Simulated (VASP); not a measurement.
Set up this calculation in VASP 6.6.1, as the native input.

```yaml
Task: relaxation of cell and atoms
Functional: PBE
Potentials_or_basis: VASP PAW PBE potentials, release 64 (Ti_sv, Mo_sv, Se)
Cutoff: 600 eV
k_mesh: 4 × 4 × 1
Occupations: gaussian, width 0.15 eV
Spin: collinear spin
Starting_moments: "[1.0, 1.0, 0.0, 0.0, 0.0, 0.0] μB"
Dipole_correction: no
Further_INCAR_settings: ALGO = Normal; EDIFF = 1e-06; IBRION = 2; EDIFFG = -0.08; NSW = 36; ISIF = 3
```

The structure of TiMoSe4 lies in POSCAR:

```
TiMoSe4
1.0
    3.4200000000      0.0000000000      0.0000000000
   -1.7100000000      2.9618068800      0.0000000000
    0.0000000000      0.0000000000     13.6800000000
Ti Mo Se
1 1 4
Direct
    0.0000000000      0.0000000000      0.0000000000
    0.3333333300      0.6666666700      0.5000000000
    0.3333333300      0.6666666700      0.1130000000
    0.6666666700      0.3333333300      0.8870000000
    0.0000000000      0.0000000000      0.3780000000
    0.0000000000      0.0000000000      0.6220000000
```

One way to write it, as run:

INCAR

```
PREC     = Accurate       # precision mode
ENCUT    = 600            # plane-wave cutoff, eV
EDIFF    = 1E-6           # SCF threshold, eV
ISMEAR   = 0              # smearing method
SIGMA    = 0.15           # smearing width, eV
LREAL    = F              # projectors in reciprocal space
LASPH    = T              # aspherical terms in the spheres
NELM     = 150            # most SCF steps
ALGO     = Normal         # electronic algorithm
ISIF     = 3              # what is computed and relaxed
LWAVE    = F              # write WAVECAR
LCHARG   = F              # write CHGCAR
ISPIN    = 2              # spin polarisation
MAGMOM   = 1 1 0 0 0 0    # initial moments
LORBIT   = 11             # projections on sites
LMAXMIX  = 4              # l up to which the mixer works
GGA      = PE             # functional
IBRION   = 2              # ionic algorithm
NSW      = 36             # ionic steps
EDIFFG   = -0.08          # ionic threshold
```

KPOINTS

```
regular mesh
0
Gamma
  4 4 1
```

Potentials or basis: VASP PAW PBE potentials, release 64 (Ti_sv, Mo_sv, Se).

Launch:

```console
$ cat potpaw_PBE.64/Ti_sv/POTCAR potpaw_PBE.64/Mo_sv/POTCAR potpaw_PBE.64/Se/POTCAR > POTCAR
$ mpirun -np 1 vasp_std > vasp.out
```

It gave:

```
Relaxed volume                                        : 23.12 Å³/atom
Relaxed cell                                          : a = 3.407 Å, b = 3.407 Å, c = 13.804 Å, α = 90.00°, β = 90.00°, γ = 120.00°
Space group after relaxing (to 0.1 Å)                 : P3m1 (No. 156)
Energy gained by relaxing                             : 10.6 meV/atom
Ionic steps                                           : 5
Pressure after relaxing                               : 0.1 GPa
Largest force after relaxing                          : 0.031 eV/Å
Band gap on the k mesh                                : zero (filled and empty bands overlap)
Net moment                                            : 0.00 μB per cell
Valence electrons inside the program's atomic spheres : Ti 10.21; Mo 12.31; Se 3.87, 3.84 (each value once)
```

Caveat: the k points lie up to 0.53 Å⁻¹ apart in the final cell, too coarse for converged energies and pressures of a metal; this functional lacks dispersion, which binds the layers, so the pressure and a relaxed spacing across them are unreliable.

Wall time 3 min on 1 thread of AMD EPYC 9R45 96-Core Processor (Zen 5) (shared host), peak memory 0.33 GiB.
